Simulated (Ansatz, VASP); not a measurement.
**Two plane-wave programs on Co**

```
Co
1.0
     0.00000    3.23622    3.23622
     3.23622    0.00000    3.23622
     3.23622    3.23622    0.00000
Co
6
Direct
  0.25000 0.25000 0.25000
  0.00000 0.00000 0.00000
  0.62500 0.62500 0.12500
  0.62500 0.12500 0.62500
  0.12500 0.62500 0.62500
  0.62500 0.62500 0.62500
```

Alike in both runs: functional r2SCAN; k mesh 5 × 5 × 5; occupations fermi-dirac, width 0.1 eV; collinear spin.

Ansatz relaxed the structure, and its values are those at the end. VASP's run is a single point on that final structure, the one shown.

|  | VASP | Ansatz |
| --- | --- | --- |
| version | VASP 6.6.1 | Ansatz 0.2.0 |
| potentials or method | VASP PAW PBE potentials, release 64 (Co), cutoff 520 eV | plane waves, PAW |
| valence electrons in the cell | 54 | 102 |

|  | VASP | Ansatz | Ansatz less VASP |
| --- | --- | --- | --- |
| gap on the k mesh at the Fermi level (eV) | none | none | - |
| pressure (GPa) | -0.1 | 0.0 | +0.16 |
| net moment per atom (μB) | 1.89 | 1.90 | +0.006 |
| size of the moment on the site where the two differ most (μB) | 1.92 | 2.01 | +0.086 |

VASP's potentials were made for PBE, not for r2SCAN. Site moments also hang on the region over which each program counts them. A gap of «none» marks a metal or a gap that the smearing closes. The functional is the same, so the differences come from potentials, cutoffs and numerics. VASP's potentials hold 54 valence electrons a cell and Ansatz's 102, so a difference there can come from the potentials and not from the codes.
